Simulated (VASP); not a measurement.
# PtSe2 (P-3m1) in VASP: further runs

PtSe2 is run at these levels: PBEsol; tasks: single point, relaxation of cell and atoms.

All numbers are computed with VASP 6.6.1; they aren't measurements. Logs are shortened: lines on timing, memory, paths and dates and some standing lists are left out, and cuts for length are marked.

### 1 The cell of the first run

Symmetry: P-3m1, No. 164, trigonal system. Conventional cell: a = 3.762 Å, b = 3.762 Å, c = 4.860 Å, α = 90.00°, β = 90.00°, γ = 120.00°. Pt (site symmetry -3m) has 6 Se at 2.51 Å within 3.3 Å. Within 3.4 Å of Se (site symmetry 3m) lie 3 Pt at 2.51 Å and 6 Se at 3.18 to 3.34 Å.

### 2 Single point, PBEsol

Contents of INCAR:

```
PREC = Accurate ; ENCUT = 520
EDIFF = 1E-6 ; ISMEAR = -1
SIGMA = 0.05 ; LREAL = F
LASPH = T ; NELM = 80
ALGO = Normal ; ISIF = 2
LWAVE = F ; LCHARG = F
GGA = PS ; NBANDS = 18
```

Contents of KPOINTS:

```
regular mesh
0
Gamma
  13 13 9
```

Contents of POSCAR:

```
PtSe2
1.0
    3.7615713086      0.0000000000      0.0000000000
   -1.8807856543      3.2576163114      0.0000000000
    0.0000000000      0.0000000000      4.8595597469
Pt Se
1 2
Direct
    0.0000000000      0.0000000000      0.0000000000
    0.3333333333      0.6666666667      0.2606959139
    0.6666666667      0.3333333333      0.7393040861
```

Potentials or basis: VASP PAW PBE potentials, release 64 (Pt, Se).

Started as:

```
cat potpaw_PBE.64/Pt/POTCAR potpaw_PBE.64/Se/POTCAR > POTCAR
mpirun -np 1 vasp_std > vasp.out
```

OUTCAR:

```text
PREC = Accurate
   ENCUT = 520
   EDIFF = 1E-6
   ISMEAR = -1
   LREAL = F
   LASPH = T
   NELM = 80
   ISIF = 2
   GGA = PS

 ion  position               nearest neighbor table
   1  0.000  0.000  0.000-   2 2.51   3 2.51   3 2.51   2 2.51   3 2.51   2 2.51
   2  0.333  0.667  0.261-   1 2.51   1 2.51   1 2.51
   3  0.667  0.333  0.739-   1 2.51   1 2.51   1 2.51

  LATTYP: Found a hexagonal cell.
 ALAT       =     3.7615713086
 C/A-ratio  =     1.2918962179

  Lattice vectors:

 A1 = (   3.7615713086,   0.0000000000,   0.0000000000)
 A2 = (  -1.8807856543,   3.2576163114,   0.0000000000)
 A3 = (   0.0000000000,   0.0000000000,   4.8595597469)

Analysis of symmetry for initial positions (statically):
=====================================================================
 Subroutine PRICEL returns:
 Original cell was already a primitive cell.

 Routine SETGRP: Setting up the symmetry group for a
 hexagonal supercell.

 Subroutine GETGRP returns: Found 12 space group operations
 (whereof 12 operations were pure point group operations)
 out of a pool of 24 trial point group operations.

The static configuration has the point symmetry D_3d.

Analysis of symmetry for dynamics (positions and initial velocities):
=====================================================================
 Subroutine PRICEL returns:
 Original cell was already a primitive cell.

 Routine SETGRP: Setting up the symmetry group for a
 hexagonal supercell.

 Subroutine GETGRP returns: Found 12 space group operations
 (whereof 12 operations were pure point group operations)
 out of a pool of 24 trial point group operations.

The dynamic configuration has the point symmetry D_3d.

 Subroutine INISYM returns: Found 12 space group operations
 (whereof 12 operations are pure point group operations),
 and found     1 'primitive' translations

----------------------------------------------------------------------------------------

                                     Primitive cell

  volume of cell :      59.5479

  direct lattice vectors                    reciprocal lattice vectors
     3.761571309  0.000000000  0.000000000     0.265846349  0.153486461  0.000000000
    -1.880785654  3.257616311  0.000000000     0.000000000  0.306972923  0.000000000
     0.000000000  0.000000000  4.859559747     0.000000000  0.000000000  0.205779958

  length of vectors
     3.761571309  3.761571309  4.859559747     0.306972923  0.306972923  0.205779958

  position of ions in fractional coordinates (direct lattice)
[... 81 lines left out ...]
   EDIFF  = 0.1E-05   stopping-criterion for ELM
   LREAL  =      F    real-space projection
   EDIFFG = 0.1E-04   stopping-criterion for IOM
   NSW    =      0    number of steps for IOM
   IBRION =     -1    ionic relax: 0-MD 1-quasi-New 2-CG
   NFREE  =      0    steps in history (QN), initial steepest desc. (CG)
   ISIF   =      2    stress and relaxation
   ISYM   =      2    0-nonsym 1-usesym 2-fastsym
   POTIM  = 0.5000    time-step for ionic-motion
   TEBEG  =    0.0;   TEEND  =   0.0 temperature during run
   PSTRESS=    0.0 pullay stress
   NELECT =      22.0000    total number of electrons
   NUPDOWN=      -1.0000    fix difference up-down
   EMIN   =  10.00;   EMAX   =-10.00  energy-range for DOS
   EFERMI =   0.00;   METHOD = LEGACY
   ISMEAR =    -1;   SIGMA  =   0.05  broadening in eV -4-tet -1-fermi 0-gaus
   EFERMI_NEDOS =   21; number of points for ismear=-14 and -15
   IALGO  =     38    algorithm
   IMIX   =      4    mixing-type and parameters
     AMIX     =   0.40;   BMIX     =  1.00
     AMIX_MAG =   1.60;   BMIX_MAG =  1.00
  volume/ion in A,a.u.               =      19.85       133.95
  Fermi-wavevector in a.u.,A,eV,Ry     =   1.174700  2.219861 18.774956  1.379920
  Thomas-Fermi vector in A             =   2.311093
   LORBIT       =      0    0 simple, 1 ext, 2 COOP (PROOUT), +10 PAW based schemes
   GGA     = PS    functional components
   LHFCALC =     F    Hartree Fock is set to
   AEXX    =    0.0000 exact exchange contribution
   IVDW    =     0    specifies the selected vdW correction
   LEPSILON=     F    determine dielectric tensor
   LRPA    =     F    only Hartree local field effects (RPA)
 non-spin polarized calculation
  energy-cutoff  :      520.00
  volume of cell :       59.55
 maximum number of plane-waves:      1626
   NGX = 13   NGY = 13   NGZ = 19

 number of electron      21.9999997 magnetization

 Free energy of the ion-electron system (eV)
  ---------------------------------------------------
  ext. energy  EPLUGINS =         0.00000000
  ---------------------------------------------------
  free energy    TOTEN  =       -15.90937386 eV

  energy without entropy =      -15.90285254  energy(sigma->0) =      -15.90611320

 E-fermi :   6.5509     XC(G=0): -10.9605

 val. band max:        6.5346723681   @ k =   0.0000   0.3077   0.3333
 cond. band min:       6.5547515850   @ k =   0.1538   0.1538   0.4444
 fundamental gap:      0.0200792169
 Fermi energy:         6.5508955276

 k-point     1 :       0.0000    0.0000    0.0000
  band No.  band energies     occupation
      1      -9.1528      2.00000
      2      -6.0711      2.00000
      3      -0.6123      2.00000
      4       0.2160      2.00000
      5       0.2160      2.00000
      6       2.7055      2.00000
[... 481 lines left out ...]
      5       0.3399      2.00000
      6       2.5865      2.00000
[... 10 lines left out ...]
     17      14.1684      0.00000
     18      16.4731      0.00000

 [... further k-points ...]

------------------------ aborting loop because EDIFF is reached ----------------------------------------

  FORCE on cell =-STRESS in cart. coord.  units (eV):
  Direction    XX          YY          ZZ          XY          YZ          ZX
  --------------------------------------------------------------------------------------
  -------------------------------------------------------------------------------------
  Total        0.0314294      0.0314294      0.0178812      0.0000000      0.0000000      0.0000000
  in kB        0.8456291      0.8456291      0.4811062      0.0000000      0.0000000      0.0000000
  external PRESSURE =       0.7241215 kB  Pullay stress =       0.0000000 kB

 VOLUME and BASIS-vectors are now :
 -----------------------------------------------------------------------------
  energy-cutoff  :      520.00
  volume of cell :       59.55
      direct lattice vectors                 reciprocal lattice vectors
     3.761571309  0.000000000  0.000000000     0.265846349  0.153486461  0.000000000
    -1.880785654  3.257616311  0.000000000     0.000000000  0.306972923  0.000000000
     0.000000000  0.000000000  4.859559747     0.000000000  0.000000000  0.205779958

 POSITION                                       TOTAL-FORCE (eV/Angst)
 -----------------------------------------------------------------------------------
      0.00000      0.00000      0.00000         0.000000      0.000000      0.000000
     -0.00000      2.17174      1.26687        -0.000000     -0.000000      0.015379
      1.88079      1.08587      3.59269        -0.000000      0.000000     -0.015379
 -----------------------------------------------------------------------------------
    total drift:                               -0.000000     -0.000000      0.000000

  FREE ENERGIE OF THE ION-ELECTRON SYSTEM (eV)
  ---------------------------------------------------
  free  energy   TOTEN  =       -15.9093738576 eV

  energy  without entropy=      -15.9028525436  energy(sigma->0) =      -15.90611320
```

stdout:

```text
POSCAR found type information on POSCAR PtSe
 POSCAR found :  2 types and       3 ions
 scaLAPACK will be used
 -----------------------------------------------------------------------------
|                                                                             |
|                                                                             |
|     You enforced a specific xc type in the INCAR file but a different       |
|     I HOPE YOU KNOW WHAT YOU ARE DOING!                                     |
|                                                                             |
 -----------------------------------------------------------------------------

 LDA part: xc-table for (Slater+PW92), standard interpolation
 POSCAR, INCAR and KPOINTS ok, starting setup
 FFT: planning ... GRIDC
 FFT: planning ... GRID_SOFT
 FFT: planning ... GRID
 WAVECAR not read
 entering main loop
```

Wall time 65 s (1 thread of AMD EPYC 9R45 (Zen 5), shared host); peak memory 0.27 GiB.

What came out:

```yaml
Free_energy: -15.9094 eV
Pressure: 0.1 GPa
Largest_force: 0.015 eV/Å
Band_gap_on_the_k_mesh: zero (bands 11 and 12 overlap by 0.78 eV)
```

Forces in eV/Å, atoms in the order of the input:
```
Pt   0.000  0.000  0.000
Se   0.000  0.000  0.015
Se   0.000  0.000 -0.015
```

Caveat: the PAW data sets were made with another functional, which shifts forces and pressure a little; spin-orbit coupling is left out, which moves the levels of the heavy elements.

### 3 Relaxation of cell and atoms, PBEsol

This run uses another cell than the first one, of 20.27 Å³/atom.

Contents of INCAR:

```
SYSTEM = PtSe2
PREC = Accurate
ENCUT = 600
EDIFF = 1E-6
ISMEAR = -1
SIGMA = 0.05
LREAL = .False.
LASPH = .True.
NELM = 60
ALGO = Normal
ISIF = 3
LWAVE = .False.
LCHARG = .False.
GGA = PS
IBRION = 2
NSW = 80
EDIFFG = -0.01
```

Contents of KPOINTS:

```
regular mesh
0
Gamma
  13 13 9
  0 0 0
```

Contents of POSCAR:

```
PtSe2
1.0
    3.7240000000      0.0000000000      0.0000000000
   -1.8620000000      3.2250786037      0.0000000000
    0.0000000000      0.0000000000      5.0620000000
Pt Se
1 2
Direct
    0.0000000000      0.0000000000      0.0000000000
    0.3333330000      0.6666670000      0.2500000000
    0.6666670000      0.3333330000      0.7500000000
```

Potentials or basis: VASP PAW PBE potentials, release 64 (Pt, Se).

Started as:

```
cat potpaw_PBE.64/Pt/POTCAR potpaw_PBE.64/Se/POTCAR > POTCAR
mpirun -np 1 vasp_std > vasp.out
```

It took 9 min on 1 thread of AMD EPYC 9R45 (Zen 5), shared host; peak memory 0.31 GiB.

Results (log left out):

```
Free energy                           : -15.9095 eV
Relaxed volume                        : 19.83 Å³/atom
Relaxed cell                          : a = 3.763 Å, b = 3.763 Å, c = 4.852 Å, α = 90.00°, β = 90.00°, γ = 120.00°
Space group after relaxing (to 0.1 Å) : P-3m1 (No. 164)
Energy gained by relaxing             : 6.9 meV/atom
Ionic steps                           : 13
Pressure after relaxing               : 0.0 GPa
Band gap on the k mesh                : zero (bands 11 and 12 overlap by 0.80 eV)
```

Step by step:
```csv
step,energy change (eV),largest force (eV/Å),pressure (GPa),volume (Å³)
1,0.0000,0.3262,2.26,60.80
2,0.0157,0.3050,-4.05,63.34
3,-0.0090,0.0758,-0.29,61.73
4,-0.0090,0.0807,-0.24,61.71
5,-0.0106,0.0803,-0.23,61.53
6,-0.0149,0.0777,-0.17,61.00
7,-0.0201,0.0615,0.03,59.91
8,-0.0203,0.0476,0.17,59.40
9,-0.0204,0.0524,0.14,59.55
10,-0.0189,0.1204,-1.05,59.80
11,-0.0206,0.0112,-0.15,59.61
12,-0.0205,0.0169,0.20,59.34
13,-0.0207,0.0010,0.00,59.49
```

Final structure:
```xyz
3
Lattice="3.7628 0.0000 0.0000 -1.8814 3.2587 0.0000 0.0000 0.0000 4.8517" Properties=species:S:1:pos:R:3 pbc="T T T"
Pt    0.0000    0.0000    0.0000
Se    0.0000    2.1724    1.2673
Se    1.8814    1.0862    3.5844
```

Levels at points of the mesh, in eV from the Fermi level:
| k point | band 8 | band 9 | band 10 | band 11 | band 12 | band 13 | band 14 | band 15 |
| --- | --- | --- | --- | --- | --- | --- | --- | --- |
| (0.00, 0.00, 0.00) | -2.45 | -1.01 | -1.01 | 0.77 | 1.19 | 1.19 | 3.27 | 4.07 |

Caveat: the PAW data sets were made with another functional, which shifts forces and pressure a little; spin-orbit coupling is left out, which moves the levels of the heavy elements.

The gap in the log of VASP goes by the Fermi energy; the results here count the filled bands.